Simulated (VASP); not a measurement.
B:

```xyz
8
Lattice="3.9141 0.0000 0.0000 0.0000 4.3176 0.0000 0.0000 0.0000 3.4597" Properties=species:S:1:pos:R:3 pbc="T T T"
B     0.0000    0.0000    2.5836
B     1.9571    2.1588    2.6060
B     0.0000    0.0000    0.8762
B     1.9571    2.1588    0.8537
B     2.4856    3.6437    0.0000
B     1.4286    0.6739    0.0000
B     0.5285    2.8327    1.7299
B     3.3857    1.4849    1.7299
```

The cell was built from a structure type or drawn by symmetry, and may not be a known phase.

```yaml
Program: VASP 6.6.1
Task: relaxation of cell and atoms
Functional: PBE
Potentials_or_basis: VASP PAW PBE potentials, release 64 (B)
Cutoff: 500 eV
k_mesh: 4 × 4 × 6
Occupations: gaussian, width 0.1 eV
Spin: no spin polarisation
```

At the start: pressure 0.3 GPa; volume 7.31 Å³/atom.

Question: How do energy, volume and symmetry change on relaxing?

Answer: Over 28 steps the energy falls by 6.3 meV/atom and the volume is 7.40 Å³/atom (+1.3 %); space group Pnnm (No. 58, to 0.1 Å) before, P4_2/mnm (No. 136, to 0.1 Å).

The path:
| step | energy change (eV) | largest force (eV/Å) | pressure (GPa) | volume (Å³) |
| --- | --- | --- | --- | --- |
| 1 | 0.0000 | 0.1308 | 0.26 | 58.47 |
| 2 | -0.0030 | 0.1180 | -0.13 | 58.57 |
| 3 | -0.0030 | 0.1279 | -0.15 | 58.57 |
| 4 | -0.0052 | 0.0689 | -0.23 | 58.59 |
| 5 | -0.0058 | 0.0271 | -0.27 | 58.60 |
| 6 | -0.0072 | 0.0366 | 0.07 | 58.54 |
| 7 | -0.0081 | 0.0754 | 0.52 | 58.45 |
| 8 | -0.0093 | 0.0624 | 0.50 | 58.49 |
| 9 | -0.0115 | 0.1076 | 0.48 | 58.60 |
| 10 | -0.0092 | 0.4040 | 0.33 | 58.82 |
| 11 | -0.0118 | 0.1853 | 0.45 | 58.66 |
| 12 | -0.0124 | 0.1853 | 0.40 | 58.69 |
| 13 | -0.0138 | 0.1867 | 0.26 | 58.77 |
| 14 | -0.0166 | 0.1948 | -0.01 | 58.93 |
| 15 | -0.0216 | 0.2149 | -0.40 | 59.25 |
| 16 | -0.0104 | 0.2960 | -1.29 | 59.85 |
| 17 | -0.0224 | 0.2164 | -0.51 | 59.34 |
| 18 | -0.0249 | 0.1741 | -0.57 | 59.40 |
| 19 | -0.0286 | 0.1732 | -0.74 | 59.55 |
| 20 | -0.0287 | 0.1891 | -0.79 | 59.58 |
| 21 | -0.0315 | 0.1812 | -0.70 | 59.55 |
| 22 | -0.0381 | 0.1620 | -0.45 | 59.46 |
| 23 | -0.0454 | 0.1541 | 0.06 | 59.28 |
| 24 | -0.0414 | 0.2183 | 1.34 | 58.91 |
| 25 | -0.0466 | 0.1669 | 0.47 | 59.14 |
| 26 | -0.0491 | 0.0920 | 0.17 | 59.18 |
| 27 | -0.0498 | 0.0683 | -0.08 | 59.22 |
| 28 | -0.0503 | 0.0316 | -0.07 | 59.21 |

Final structure:
```
B
1.0
     4.12076    0.00000    0.00000
     0.00000    4.20739    0.00000
     0.00000    0.00000    3.41506
B
8
Direct
  0.00000 0.00000 0.74940
  0.50000 0.50000 0.75060
  0.00000 0.00000 0.25060
  0.50000 0.50000 0.24940
  0.63782 0.85524 0.00000
  0.36218 0.14476 0.00000
  0.13782 0.64476 0.50000
  0.86218 0.35524 0.50000
```

Caveat: the k points lie up to 0.38 Å⁻¹ apart in the final cell, too coarse for converged energies and pressures of a metal.
